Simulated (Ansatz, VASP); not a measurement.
# TiW: VASP beside Ansatz

```
Ti W
1.0
     1.51404   -2.14190    0.00000
     1.51404    2.14190    0.00000
     0.00000    0.00000    4.24471
Ti W
1 1
Direct
  0.00000 0.00000 0.00000
  0.50000 0.50000 0.50000
```

Change from the starting cell: strain -0.050 along x and y, -0.050 along z, atoms carried along.

Alike in both runs: task single point; functional LDA; k mesh 18 × 18 × 12; occupations gaussian, width 0.15 eV; no spin polarisation.

|  | VASP | Ansatz |
| --- | --- | --- |
| version | VASP 6.6.1 | Ansatz 0.2.0 |
| potentials or method | VASP PAW LDA potentials, release 64 (Ti_sv, W_sv), cutoff 520 eV | scalar-relativistic, plane waves, PAW |
| valence electrons in the cell | 26 | 26 |

```csv
,VASP,Ansatz,Ansatz less VASP
gap on the k mesh at the Fermi level (eV),none,none,-
pressure (GPa),28.2,27.1,-1.11
"traceless stress, the component that is largest in VASP (GPa)",3.78,3.62,-0.158
```

LDA's correlation is that of Perdew and Zunger in VASP and of Perdew and Wang (1992) in Ansatz. A gap of «none» marks a metal or a gap that the smearing closes.

Neither program's run includes spin-orbit coupling.
